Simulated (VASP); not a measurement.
# PbS (NiAs type) (P6_3/mmc) in VASP: a series of runs

PbS (NiAs type) is run at these levels: PBE; tasks: single point.

All numbers are computed with VASP 6.6.1; they aren't measurements. Logs are shortened: lines on timing, memory, paths and dates and some standing lists are left out, and cuts for length are marked.

### 1 The cell of the first run

The structure is hexagonal, space group P6_3/mmc (No. 194). The conventional cell has a = 3.601 Å, b = 3.601 Å, c = 7.373 Å, α = 90.00°, β = 90.00°, γ = 120.00°. Pb (site symmetry -3m) has 6 S at 2.78 Å and 8 Pb at 3.60 to 3.69 Å within 3.7 Å. S (site symmetry -6m2) has 6 Pb at 2.78 Å and 6 S at 3.60 Å within 3.7 Å.

### 2 Single point, PBE

File INCAR:

```
SYSTEM = PbS
PREC     = Accurate       ! precision mode
ENCUT    = 520            ! plane-wave cutoff, eV
EDIFF    = 1E-6           ! SCF threshold, eV
ISMEAR   = -1             ! smearing method
SIGMA    = 0.08           ! smearing width, eV
LREAL    = .False.        ! projectors in reciprocal space
LASPH    = .True.         ! aspherical terms in the spheres
NELM     = 80             ! most SCF steps
ALGO     = Normal         ! electronic algorithm
ISIF     = 2              ! what is computed and relaxed
LWAVE    = .False.        ! write WAVECAR
LCHARG   = .True.         ! write CHGCAR
GGA      = PE             ! functional
LELF     = .True.         ! ELF
LVHAR    = .True.       
NBANDS   = 28             ! bands
```

File KPOINTS:

```
regular mesh
0
Gamma
  9 9 5
  0 0 0
```

File POSCAR:

```
PbS
1.0
    3.6005796931      0.0000000000      0.0000000000
   -1.8002898466      3.1181934826      0.0000000000
    0.0000000000      0.0000000000      7.3730949001
Pb S
2 2
Direct
    0.0000000000      0.0000000000      0.0000000000
    0.0000000000      0.0000000000      0.5000000000
    0.3333333333      0.6666666667      0.2500000000
    0.6666666667      0.3333333333      0.7500000000
```

Potentials or basis: VASP PAW PBE potentials, release 64 (Pb_d, S).

Command:

```bash
$ cat potpaw_PBE.64/Pb_d/POTCAR potpaw_PBE.64/S/POTCAR > POTCAR
$ mpirun -np 1 vasp_std > vasp.out
```

OUTCAR:

```text
SYSTEM = PbS
   PREC = Accurate
   ENCUT = 520
   EDIFF = 1E-6
   ISMEAR = -1
   LREAL = .False.
   LASPH = .True.
   NELM = 80
   ISIF = 2
   GGA = PE

 ion  position               nearest neighbor table
   1  0.000  0.000  0.000-   3 2.78   4 2.78   4 2.78   3 2.78   4 2.78   3 2.78   2 3.69   2 3.69

   2  0.000  0.000  0.500-   3 2.78   4 2.78   4 2.78   3 2.78   4 2.78   3 2.78   1 3.69   1 3.69

   3  0.333  0.667  0.250-   1 2.78   2 2.78   1 2.78   2 2.78   1 2.78   2 2.78
   4  0.667  0.333  0.750-   1 2.78   2 2.78   1 2.78   2 2.78   1 2.78   2 2.78

  LATTYP: Found a hexagonal cell.
 ALAT       =     3.6005796931
 C/A-ratio  =     2.0477521756

  Lattice vectors:

 A1 = (   3.6005796931,   0.0000000000,   0.0000000000)
 A2 = (  -1.8002898466,   3.1181934826,   0.0000000000)
 A3 = (   0.0000000000,   0.0000000000,   7.3730949001)

Analysis of symmetry for initial positions (statically):
=====================================================================
 Subroutine PRICEL returns:
 Original cell was already a primitive cell.

 Routine SETGRP: Setting up the symmetry group for a
 hexagonal supercell.

 Subroutine GETGRP returns: Found 24 space group operations
 (whereof 12 operations were pure point group operations)
 out of a pool of 24 trial point group operations.

The static configuration has the point symmetry D_3d.
 The point group associated with its full space group is D_6h.

Analysis of symmetry for dynamics (positions and initial velocities):
=====================================================================
 Subroutine PRICEL returns:
 Original cell was already a primitive cell.

 Routine SETGRP: Setting up the symmetry group for a
 hexagonal supercell.

 Subroutine GETGRP returns: Found 24 space group operations
 (whereof 12 operations were pure point group operations)
 out of a pool of 24 trial point group operations.

The dynamic configuration has the point symmetry D_3d.
 The point group associated with its full space group is D_6h.

 Subroutine INISYM returns: Found 24 space group operations
 (whereof 12 operations are pure point group operations),
 and found     1 'primitive' translations

----------------------------------------------------------------------------------------

                                     Primitive cell

  volume of cell :      82.7800

  direct lattice vectors                    reciprocal lattice vectors
     3.600579693  0.000000000  0.000000000     0.277733056  0.160349254  0.000000000
    -1.800289847  3.118193483  0.000000000     0.000000000  0.320698509  0.000000000
     0.000000000  0.000000000  7.373094900     0.000000000  0.000000000  0.135628256

  length of vectors
     3.600579693  3.600579693  7.373094900     0.320698509  0.320698509  0.135628256

  position of ions in fractional coordinates (direct lattice)
     0.000000000  0.000000000  0.000000000
     0.000000000  0.000000000  0.500000000
     0.333333333  0.666666667  0.250000000
     0.666666667  0.333333333  0.750000000

  ion indices of the primitive-cell ions
   primitive index   ion index
                 1           1
                 2           2
                 3           3
                 4           4

----------------------------------------------------------------------------------------

 KPOINTS: regular mesh

Automatic generation of k-mesh.
 Grid dimensions read from file:
 generate k-points for:    9    9    5

 Generating k-lattice:

  Cartesian coordinates                     Fractional coordinates (reciprocal lattice)
     0.030859228  0.017816584  0.000000000     0.111111111  0.000000000  0.000000000
     0.000000000  0.035633168  0.000000000     0.000000000  0.111111111  0.000000000
     0.000000000  0.000000000  0.027125651     0.000000000  0.000000000  0.200000000

  Length of vectors
     0.035633168  0.035633168  0.027125651

  Shift w.r.t. Gamma in fractional coordinates (k-lattice)
     0.000000000  0.000000000  0.000000000

 Subroutine IBZKPT returns following result:
 ===========================================

 Found     36 irreducible k-points:

 Following reciprocal coordinates:
            Coordinates               Weight
  0.000000  0.000000  0.000000      1.000000
  0.111111 -0.000000  0.000000      6.000000
  0.222222  0.000000  0.000000      6.000000
  0.333333  0.000000  0.000000      6.000000
  0.444444  0.000000  0.000000      6.000000
  0.111111  0.111111  0.000000      6.000000
[... 16 lines left out ...]
  0.333333  0.222222  0.200000     24.000000
  0.333333  0.333333  0.200000      4.000000
 [... further k-points ...]
   k-points           NKPTS =     36   k-points in BZ     NKDIM =     36   number of bands    NBANDS=     28
   number of dos      NEDOS =    301   number of ions     NIONS =      4
   total plane-waves  NPLWV =  43904
   dimension x,y,z NGX =    28 NGY =   28 NGZ =   56
   dimension x,y,z NGXF=    56 NGYF=   56 NGZF=  112
   ions per type =               2   2
   NGX,Y,Z   is equivalent  to a cutoff of  12.93, 12.93, 12.63 a.u.
   NGXF,Y,Z  is equivalent  to a cutoff of  25.86, 25.86, 25.25 a.u.
 SYSTEM =  PbS
   PREC   = accura    normal or accurate (medium, high low for compatibility)
   ISTART =      0    job   : 0-new  1-cont  2-samecut
   ICHARG =      2    charge: 1-file 2-atom 10-const
   ISPIN  =      1    spin polarized calculation?
   LNONCOLLINEAR =      F non collinear calculations
   LSORBIT =      F    spin-orbit coupling
   LASPH  =      T    aspherical Exc in radial PAW
   ENCUT  =  520.0 eV  38.22 Ry    6.18 a.u.   6.69  6.69 13.71*2*pi/ulx,y,z
   NELM   =     80;   NELMIN=  2; NELMDL= -5     # of ELM steps
   EDIFF  = 0.1E-05   stopping-criterion for ELM
   LREAL  =      F    real-space projection
   EDIFFG = 0.1E-04   stopping-criterion for IOM
   NSW    =      0    number of steps for IOM
   IBRION =     -1    ionic relax: 0-MD 1-quasi-New 2-CG
   NFREE  =      0    steps in history (QN), initial steepest desc. (CG)
   ISIF   =      2    stress and relaxation
   ISYM   =      2    0-nonsym 1-usesym 2-fastsym
   POTIM  = 0.5000    time-step for ionic-motion
   TEBEG  =    0.0;   TEEND  =   0.0 temperature during run
   PSTRESS=    0.0 pullay stress
   NELECT =      40.0000    total number of electrons
   NUPDOWN=      -1.0000    fix difference up-down
   EMIN   =  10.00;   EMAX   =-10.00  energy-range for DOS
   EFERMI =   0.00;   METHOD = LEGACY
   ISMEAR =    -1;   SIGMA  =   0.08  broadening in eV -4-tet -1-fermi 0-gaus
   EFERMI_NEDOS =   21; number of points for ismear=-14 and -15
   IALGO  =     38    algorithm
   IMIX   =      4    mixing-type and parameters
     AMIX     =   0.40;   BMIX     =  1.00
     AMIX_MAG =   1.60;   BMIX_MAG =  1.00
  volume/ion in A,a.u.               =      20.69       139.66
  Fermi-wavevector in a.u.,A,eV,Ry     =   1.284655  2.427645 22.454206  1.650338
  Thomas-Fermi vector in A             =   2.416835
   LORBIT       =      0    0 simple, 1 ext, 2 COOP (PROOUT), +10 PAW based schemes
   GGA     = PE    functional components
   LHFCALC =     F    Hartree Fock is set to
   AEXX    =    0.0000 exact exchange contribution
   IVDW    =     0    specifies the selected vdW correction
   LEPSILON=     F    determine dielectric tensor
   LRPA    =     F    only Hartree local field effects (RPA)
 non-spin polarized calculation
  energy-cutoff  :      520.00
  volume of cell :       82.78
 maximum number of plane-waves:      2255
 NGX is ok and might be reduce to    28
   NGX = 13   NGY = 13   NGZ = 27

 number of electron      39.9999997 magnetization

 Free energy of the ion-electron system (eV)
  ---------------------------------------------------
  ext. energy  EPLUGINS =         0.00000000
  ---------------------------------------------------
  free energy    TOTEN  =       -15.73012753 eV

  energy without entropy =      -15.71791995  energy(sigma->0) =      -15.72402374

 E-fermi :   8.9374     XC(G=0): -10.8637

 val. band max:        8.9165873320   @ k =   0.3333   0.2222   0.4000
 cond. band min:       9.2493974836   @ k =   0.4444   0.1111   0.2000
 fundamental gap:      0.3328101516
 Fermi energy:         8.9373759458

 k-point     1 :       0.0000    0.0000    0.0000
  band No.  band energies     occupation
      1      -8.4903      2.00000
      2      -8.4404      2.00000
      3      -8.4404      2.00000
      4      -8.4177      2.00000
      5      -8.4177      2.00000
      6      -8.3201      2.00000
[... 20 lines left out ...]
     27      15.1384      0.00000
     28      16.8831      0.00000

 k-point     2 :       0.1111   -0.0000    0.0000
  band No.  band energies     occupation
      1      -8.4796      2.00000
      2      -8.4658      2.00000
      3      -8.4265      2.00000
      4      -8.4171      2.00000
      5      -8.3939      2.00000
      6      -8.3358      2.00000
[... 20 lines left out ...]
     27      14.8607      0.00000
     28      15.3581      0.00000

 k-point     3 :       0.2222    0.0000    0.0000
  band No.  band energies     occupation
      1      -8.5702      2.00000
      2      -8.4554      2.00000
      3      -8.4480      2.00000
      4      -8.3796      2.00000
      5      -8.3658      2.00000
      6      -8.3340      2.00000
[... 20 lines left out ...]
     27      14.9281      0.00000
     28      16.0938      0.00000

 k-point     4 :       0.3333    0.0000    0.0000
  band No.  band energies     occupation
      1      -8.6911      2.00000
      2      -8.4934      2.00000
      3      -8.4529      2.00000
      4      -8.3674      2.00000
      5      -8.3512      2.00000
      6      -8.3289      2.00000
[... 20 lines left out ...]
     27      15.0910      0.00000
     28      17.3374      0.00000

 k-point     5 :       0.4444    0.0000    0.0000
  band No.  band energies     occupation
      1      -8.7652      2.00000
      2      -8.5198      2.00000
      3      -8.4688      2.00000
      4      -8.3569      2.00000
      5      -8.3542      2.00000
      6      -8.3431      2.00000
[... 20 lines left out ...]
     27      15.2926      0.00000
     28      16.5123      0.00000

 k-point     6 :       0.1111    0.1111    0.0000
  band No.  band energies     occupation
      1      -8.5276      2.00000
      2      -8.4559      2.00000
      3      -8.4357      2.00000
      4      -8.3860      2.00000
      5      -8.3731      2.00000
      6      -8.3662      2.00000
[... 463 lines left out ...]
      5      -8.3626      2.00000
      6      -8.3233      2.00000
[... 20 lines left out ...]
     27      15.7037      0.00000
     28      17.5680      0.00000

 k-point    22 :       0.2222    0.2222    0.2000
  band No.  band energies     occupation
      1      -8.6465      2.00000
      2      -8.4737      2.00000
      3      -8.4088      2.00000
      4      -8.3905      2.00000
      5      -8.3755      2.00000
      6      -8.3356      2.00000
[... 20 lines left out ...]
     27      15.3640      0.00000
     28      16.5930      0.00000

 k-point    23 :       0.3333    0.2222    0.2000
  band No.  band energies     occupation
      1      -8.6586      2.00000
      2      -8.4953      2.00000
      3      -8.4248      2.00000
      4      -8.3918      2.00000
      5      -8.3404      2.00000
      6      -8.3370      2.00000
[... 20 lines left out ...]
     27      16.1715      0.00000
     28      17.3670      0.00000

 k-point    24 :       0.3333    0.3333    0.2000
  band No.  band energies     occupation
      1      -8.5790      2.00000
      2      -8.5790      2.00000
      3      -8.3813      2.00000
      4      -8.3813      2.00000
      5      -8.3384      2.00000
      6      -8.3251      2.00000
[... 20 lines left out ...]
     27      17.2128      0.00000
     28      17.2128      0.00000

 [... further k-points ...]

------------------------ aborting loop because EDIFF is reached ----------------------------------------

  FORCE on cell =-STRESS in cart. coord.  units (eV):
  Direction    XX          YY          ZZ          XY          YZ          ZX
  --------------------------------------------------------------------------------------
  -------------------------------------------------------------------------------------
  Total       11.3312989     11.3312989     11.3096098     -0.0000000      0.0000000      0.0000000
  in kB      219.3132980    219.3132980    218.8935146     -0.0000000      0.0000000      0.0000000
  external PRESSURE =     219.1733702 kB  Pullay stress =       0.0000000 kB

 VOLUME and BASIS-vectors are now :
 -----------------------------------------------------------------------------
  energy-cutoff  :      520.00
  volume of cell :       82.78
      direct lattice vectors                 reciprocal lattice vectors
     3.600579693  0.000000000  0.000000000     0.277733056  0.160349254  0.000000000
    -1.800289847  3.118193483  0.000000000     0.000000000  0.320698509  0.000000000
     0.000000000  0.000000000  7.373094900     0.000000000  0.000000000  0.135628256

 POSITION                                       TOTAL-FORCE (eV/Angst)
 -----------------------------------------------------------------------------------
      0.00000      0.00000      0.00000         0.000000      0.000000     -0.000000
      0.00000      0.00000      3.68655         0.000000      0.000000     -0.000000
     -0.00000      2.07880      1.84327        -0.000000      0.000000      0.000000
      1.80029      1.03940      5.52982         0.000000      0.000000      0.000000
 -----------------------------------------------------------------------------------
    total drift:                               -0.000000     -0.000000      0.000000

  FREE ENERGIE OF THE ION-ELECTRON SYSTEM (eV)
  ---------------------------------------------------
  free  energy   TOTEN  =       -15.7301275347 eV

  energy  without entropy=      -15.7179199478  energy(sigma->0) =      -15.72402374
```

It took 2.7 min on 1 thread of Intel Xeon 8259CL, shared host; peak memory 0.23 GiB.

What came out:

```yaml
Free_energy: -15.7301 eV
Pressure: 21.9 GPa
Band_gap_on_the_k_mesh: zero (bands 20 and 21 overlap by 1.75 eV)
```

Levels at points of the mesh, in eV from the Fermi level:
| k point | band 18 | band 19 | band 20 | band 21 | band 22 | band 23 |
| --- | --- | --- | --- | --- | --- | --- |
| (0.00, 0.00, 0.00) | -1.65 | -1.65 | 1.42 | 1.53 | 4.25 | 4.25 |

Caveat: the cell stands under pressure; spin-orbit coupling is left out, which moves the levels of the heavy elements.

[end of part 1 of 2]

The gap in the log of VASP goes by the Fermi energy; the results here count the filled bands.